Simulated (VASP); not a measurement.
# CoGe3 (Fm-3m) in VASP: single point with r2SCAN

Aim: the single point of CoGe3 with r2SCAN.

Everything below comes from runs of VASP 6.6.1. Logs are shortened: lines on timing, memory, paths and dates and some standing lists are left out, and cuts for length are marked.

## Step 1: The cell of the first run

Symmetry: Fm-3m, No. 225, cubic system. Conventional cell: a = 6.327 Å, b = 6.327 Å, c = 6.327 Å, α = 90.00°, β = 90.00°, γ = 90.00°. Within 3.6 Å of Ge (site symmetry -43m) lie 10 Ge at 2.74 to 3.16 Å and 4 Co at 2.74 Å. Ge (site symmetry m-3m) has 8 Ge at 2.74 Å and 6 Co at 3.16 Å within 3.6 Å. Within 3.6 Å of Co (site symmetry m-3m) lie 14 Ge at 2.74 to 3.16 Å.

## Step 2: Single point, r2SCAN

Input file POSCAR:

```
CoGe3
1.0
    0.0000000000      3.1636385834      3.1636385834
    3.1636385834      0.0000000000      3.1636385834
    3.1636385834      3.1636385834      0.0000000000
Ge Co
3 1
Direct
    0.2500000000      0.2500000000      0.2500000000
    0.7500000000      0.7500000000      0.7500000000
    0.5000000000      0.5000000000      0.5000000000
    0.0000000000      0.0000000000      0.0000000000
```

Input file INCAR.step1:

```
SYSTEM = CoGe3
ALGO     = Normal         ! electronic algorithm
EDIFF    = 1E-4           ! SCF threshold, eV
ENCUT    = 520            ! plane-wave cutoff, eV
GGA      = PE             ! functional
ISMEAR   = 0              ! smearing method
LASPH    = .TRUE.         ! aspherical terms in the spheres
LCHARG   = .FALSE.        ! write CHGCAR
LREAL    = .FALSE.        ! projectors in reciprocal space
LWAVE    = .TRUE.         ! write WAVECAR
NBANDS   = 34             ! bands
NELM     = 80             ! most SCF steps
PREC     = Accurate       ! precision mode
SIGMA    = 0.1            ! smearing width, eV
```

Input file INCAR.step2:

```
SYSTEM = CoGe3
ALGO     = Normal         ! electronic algorithm
EDIFF    = 1E-6           ! SCF threshold, eV
ENCUT    = 520            ! plane-wave cutoff, eV
ISIF     = 2              ! what is computed and relaxed
ISMEAR   = 0              ! smearing method
ISTART   = 1            
LASPH    = .TRUE.         ! aspherical terms in the spheres
LCHARG   = .TRUE.         ! write CHGCAR
LELF     = .TRUE.         ! ELF
LMIXTAU  = .TRUE.       
LREAL    = .FALSE.        ! projectors in reciprocal space
LVHAR    = .TRUE.       
LWAVE    = .FALSE.        ! write WAVECAR
METAGGA  = R2SCAN         ! meta-GGA
NBANDS   = 34             ! bands
NELM     = 80             ! most SCF steps
PREC     = Accurate       ! precision mode
SIGMA    = 0.1            ! smearing width, eV
```

Input file KPOINTS:

```
k-points
0
G
  12 12 12
  0 0 0
```

Potentials or basis: VASP PAW PBE potentials, release 64 (Ge_d, Co).

Run with:

```
> cat potpaw_PBE.64/Ge_d/POTCAR potpaw_PBE.64/Co/POTCAR > POTCAR
> cp INCAR.step1 INCAR
> mpirun -np 1 vasp_std > vasp.out
> cp INCAR.step2 INCAR
> mpirun -np 1 vasp_std > vasp.out
```

OUTCAR:

```text
SYSTEM = CoGe3
   EDIFF = 1E-6
   ENCUT = 520
   ISIF = 2
   ISMEAR = 0
   ISTART = 1
   LASPH = .TRUE.
   LREAL = .FALSE.
   METAGGA = R2SCAN
   NELM = 80
   PREC = Accurate

 ion  position               nearest neighbor table
   1  0.250  0.250  0.250-   4 2.74   4 2.74   4 2.74   3 2.74   3 2.74   3 2.74   4 2.74   3 2.74

   2  0.750  0.750  0.750-   3 2.74   3 2.74   3 2.74   4 2.74   4 2.74   4 2.74   4 2.74   3 2.74

   3  0.500  0.500  0.500-   1 2.74   1 2.74   1 2.74   2 2.74   2 2.74   2 2.74   2 2.74   1 2.74

   4  0.000  0.000  0.000-   2 2.74   2 2.74   2 2.74   1 2.74   1 2.74   1 2.74   2 2.74   1 2.74

  LATTYP: Found a face centered cubic cell.
 ALAT       =     6.3272771668

  Lattice vectors:

 A1 = (   0.0000000000,   3.1636385834,   3.1636385834)
 A2 = (   3.1636385834,   0.0000000000,   3.1636385834)
 A3 = (   3.1636385834,   3.1636385834,   0.0000000000)

Analysis of symmetry for initial positions (statically):
=====================================================================
 Subroutine PRICEL returns:
 Original cell was already a primitive cell.

 Routine SETGRP: Setting up the symmetry group for a
 face centered cubic supercell.

 Subroutine GETGRP returns: Found 48 space group operations
 (whereof 48 operations were pure point group operations)
 out of a pool of 48 trial point group operations.

The static configuration has the point symmetry O_h .

Analysis of symmetry for dynamics (positions and initial velocities):
=====================================================================
 Subroutine PRICEL returns:
 Original cell was already a primitive cell.

 Routine SETGRP: Setting up the symmetry group for a
 face centered cubic supercell.

 Subroutine GETGRP returns: Found 48 space group operations
 (whereof 48 operations were pure point group operations)
 out of a pool of 48 trial point group operations.

The dynamic configuration has the point symmetry O_h .

 Subroutine INISYM returns: Found 48 space group operations
 (whereof 48 operations are pure point group operations),
 and found     1 'primitive' translations

----------------------------------------------------------------------------------------

                                     Primitive cell

  volume of cell :      63.3272

  direct lattice vectors                    reciprocal lattice vectors
     0.000000000  3.163638583  3.163638583    -0.158045866  0.158045866  0.158045866
     3.163638583  0.000000000  3.163638583     0.158045866 -0.158045866  0.158045866
     3.163638583  3.163638583  0.000000000     0.158045866  0.158045866 -0.158045866

  length of vectors
     4.474060591  4.474060591  4.474060591     0.273743470  0.273743470  0.273743470

  position of ions in fractional coordinates (direct lattice)
     0.250000000  0.250000000  0.250000000
     0.750000000  0.750000000  0.750000000
     0.500000000  0.500000000  0.500000000
     0.000000000  0.000000000  0.000000000

  ion indices of the primitive-cell ions
   primitive index   ion index
                 1           1
                 2           2
                 3           3
                 4           4

----------------------------------------------------------------------------------------

 KPOINTS: k-points

Automatic generation of k-mesh.
 Grid dimensions read from file:
 generate k-points for:   12   12   12

 Generating k-lattice:

  Cartesian coordinates                     Fractional coordinates (reciprocal lattice)
    -0.013170489  0.013170489  0.013170489     0.083333333  0.000000000  0.000000000
     0.013170489 -0.013170489  0.013170489     0.000000000  0.083333333  0.000000000
     0.013170489  0.013170489 -0.013170489     0.000000000  0.000000000  0.083333333

  Length of vectors
     0.022811956  0.022811956  0.022811956

  Shift w.r.t. Gamma in fractional coordinates (k-lattice)
     0.000000000  0.000000000  0.000000000

 Subroutine IBZKPT returns following result:
 ===========================================

 Found     72 irreducible k-points:

 Following reciprocal coordinates:
            Coordinates               Weight
  0.000000  0.000000  0.000000      1.000000
  0.083333  0.000000  0.000000      8.000000
  0.166667  0.000000  0.000000      8.000000
  0.250000  0.000000  0.000000      8.000000
  0.333333  0.000000  0.000000      8.000000
  0.416667  0.000000  0.000000      8.000000
[... 16 lines left out ...]
  0.500000  0.166667  0.000000     24.000000
 -0.416667  0.166667  0.000000     24.000000
 [... further k-points ...]
   k-points           NKPTS =     72   k-points in BZ     NKDIM =     72   number of bands    NBANDS=     34
   number of dos      NEDOS =    301   number of ions     NIONS =      4
   total plane-waves  NPLWV =  46656
   dimension x,y,z NGX =    36 NGY =   36 NGZ =   36
   dimension x,y,z NGXF=    72 NGYF=   72 NGZF=   72
   ions per type =               3   1
   NGX,Y,Z   is equivalent  to a cutoff of  13.38, 13.38, 13.38 a.u.
   NGXF,Y,Z  is equivalent  to a cutoff of  26.75, 26.75, 26.75 a.u.
 SYSTEM =  CoGe3
   PREC   = accura    normal or accurate (medium, high low for compatibility)
   ISTART =      1    job   : 0-new  1-cont  2-samecut
   ICHARG =      0    charge: 1-file 2-atom 10-const
   ISPIN  =      1    spin polarized calculation?
   LNONCOLLINEAR =      F non collinear calculations
   LSORBIT =      F    spin-orbit coupling
   LASPH  =      T    aspherical Exc in radial PAW
   ENCUT  =  520.0 eV  38.22 Ry    6.18 a.u.   8.32  8.32  8.32*2*pi/ulx,y,z
   NELM   =     80;   NELMIN=  2; NELMDL=  0     # of ELM steps
   EDIFF  = 0.1E-05   stopping-criterion for ELM
   LREAL  =      F    real-space projection
   EDIFFG = 0.1E-04   stopping-criterion for IOM
   NSW    =      0    number of steps for IOM
   IBRION =     -1    ionic relax: 0-MD 1-quasi-New 2-CG
   NFREE  =      0    steps in history (QN), initial steepest desc. (CG)
   ISIF   =      2    stress and relaxation
   ISYM   =      2    0-nonsym 1-usesym 2-fastsym
   POTIM  = 0.5000    time-step for ionic-motion
   TEBEG  =    0.0;   TEEND  =   0.0 temperature during run
   PSTRESS=    0.0 pullay stress
   NELECT =      51.0000    total number of electrons
   NUPDOWN=      -1.0000    fix difference up-down
   EMIN   =  10.00;   EMAX   =-10.00  energy-range for DOS
   EFERMI =   0.00;   METHOD = LEGACY
   ISMEAR =     0;   SIGMA  =   0.10  broadening in eV -4-tet -1-fermi 0-gaus
   EFERMI_NEDOS =   21; number of points for ismear=-14 and -15
   IALGO  =     38    algorithm
   IMIX   =      4    mixing-type and parameters
     AMIX     =   0.40;   BMIX     =  1.00
     AMIX_MAG =   1.60;   BMIX_MAG =  1.00
  volume/ion in A,a.u.               =      15.83       106.84
  Fermi-wavevector in a.u.,A,eV,Ry     =   1.523122  2.878283 31.564165  2.319901
  Thomas-Fermi vector in A             =   2.631608
   LORBIT       =      0    0 simple, 1 ext, 2 COOP (PROOUT), +10 PAW based schemes
   METAGGA = R2SCAN    functional components
   LHFCALC =     F    Hartree Fock is set to
   AEXX    =    0.0000 exact exchange contribution
   IVDW    =     0    specifies the selected vdW correction
   LEPSILON=     F    determine dielectric tensor
   LRPA    =     F    only Hartree local field effects (RPA)
 non-spin polarized calculation
 Gauss-broadening in eV      SIGMA  =   0.10
  energy-cutoff  :      520.00
  volume of cell :       63.33
 maximum number of plane-waves:      1731
 NGX is ok and might be reduce to    36
   NGX = 17   NGY = 17   NGZ = 17

 number of electron      50.9999988 magnetization

 Free energy of the ion-electron system (eV)
  ---------------------------------------------------
  ext. energy  EPLUGINS =         0.00000000
  ---------------------------------------------------
  free energy    TOTEN  =       -52.28932786 eV

  energy without entropy =      -52.27820092  energy(sigma->0) =      -52.28376439

 E-fermi :   7.9622     XC(G=0): -13.2351

 val. band max:        7.9465111918   @ k =  -0.3333   0.5000   0.1667
 cond. band min:       7.9925234464   @ k =   0.1667   0.0833   0.0000
 fundamental gap:      0.0460122546
 Fermi energy:         7.9621675023

 k-point     1 :       0.0000    0.0000    0.0000
  band No.  band energies     occupation
      1     -17.7750      2.00000
      2     -17.7750      2.00000
      3     -17.7749      2.00000
      4     -17.7539      2.00000
      5     -17.7539      2.00000
      6     -17.5059      2.00000
[... 26 lines left out ...]
     33      14.2200      0.00000
     34      14.6440      0.00000

 k-point     2 :       0.0833    0.0000    0.0000
  band No.  band energies     occupation
      1     -17.7756      2.00000
      2     -17.7756      2.00000
      3     -17.7750      2.00000
      4     -17.7531      2.00000
      5     -17.7531      2.00000
      6     -17.5051      2.00000
[... 26 lines left out ...]
     33      14.6709      0.00000
     34      14.9963      0.00000

 k-point     3 :       0.1667    0.0000    0.0000
  band No.  band energies     occupation
      1     -17.7772      2.00000
      2     -17.7772      2.00000
      3     -17.7750      2.00000
      4     -17.7508      2.00000
      5     -17.7508      2.00000
      6     -17.5023      2.00000
[... 26 lines left out ...]
     33      15.8317      0.00000
     34      15.9214      0.00000
[... 704 lines left out ...]
 k-point    23 :       0.5000    0.1667    0.0000
  band No.  band energies     occupation
      1     -17.7848      2.00000
      2     -17.7822      2.00000
      3     -17.7738      2.00000
      4     -17.7423      2.00000
      5     -17.7396      2.00000
      6     -17.4931      2.00000
[... 26 lines left out ...]
     33      15.7406      0.00000
     34      16.7271      0.00000

 k-point    24 :      -0.4167    0.1667    0.0000
  band No.  band energies     occupation
      1     -17.7844      2.00000
      2     -17.7822      2.00000
      3     -17.7742      2.00000
      4     -17.7414      2.00000
      5     -17.7400      2.00000
      6     -17.4905      2.00000
[... 26 lines left out ...]
     33      16.6477      0.00000
     34      16.9947      0.00000

 [... further k-points ...]

------------------------ aborting loop because EDIFF is reached ----------------------------------------

  FORCE on cell =-STRESS in cart. coord.  units (eV):
  Direction    XX          YY          ZZ          XY          YZ          ZX
  --------------------------------------------------------------------------------------
  -------------------------------------------------------------------------------------
  Total       -1.4320034     -1.4320034     -1.4320034      0.0000000      0.0000000      0.0000000
  in kB      -36.2296422    -36.2296422    -36.2296422      0.0000000      0.0000000      0.0000000
  external PRESSURE =     -36.2296422 kB  Pullay stress =       0.0000000 kB

 VOLUME and BASIS-vectors are now :
 -----------------------------------------------------------------------------
  energy-cutoff  :      520.00
  volume of cell :       63.33
      direct lattice vectors                 reciprocal lattice vectors
     0.000000000  3.163638583  3.163638583    -0.158045866  0.158045866  0.158045866
     3.163638583  0.000000000  3.163638583     0.158045866 -0.158045866  0.158045866
     3.163638583  3.163638583  0.000000000     0.158045866  0.158045866 -0.158045866

 POSITION                                       TOTAL-FORCE (eV/Angst)
 -----------------------------------------------------------------------------------
      1.58182      1.58182      1.58182        -0.000000      0.000000      0.000000
      4.74546      4.74546      4.74546        -0.000000     -0.000000     -0.000000
      3.16364      3.16364      3.16364         0.000000      0.000000      0.000000
      0.00000      0.00000      0.00000         0.000000      0.000000      0.000000
 -----------------------------------------------------------------------------------
    total drift:                                0.000000      0.000000      0.000000

  FREE ENERGIE OF THE ION-ELECTRON SYSTEM (eV)
  ---------------------------------------------------
  free  energy   TOTEN  =       -52.2893278583 eV

  energy  without entropy=      -52.2782009198  energy(sigma->0) =      -52.28376439
```

It took 17 min on 1 thread of Intel Xeon 8259CL, shared host; peak memory 0.3 GiB.

Results:

| Property | Result |
| --- | --- |
| Free energy | -52.2893 eV |
| Pressure | -3.6 GPa |
| Band gap on the k mesh | zero (an odd number of electrons rules out a gap without spin polarisation) |

Caveat: the cell stands under tension; the PAW data sets were made with another functional, which shifts forces and pressure a little; the run has no spin polarisation, though such a crystal can be magnetic. Spin polarisation is off, so any magnetic state and its effect on volume and gap are missing.
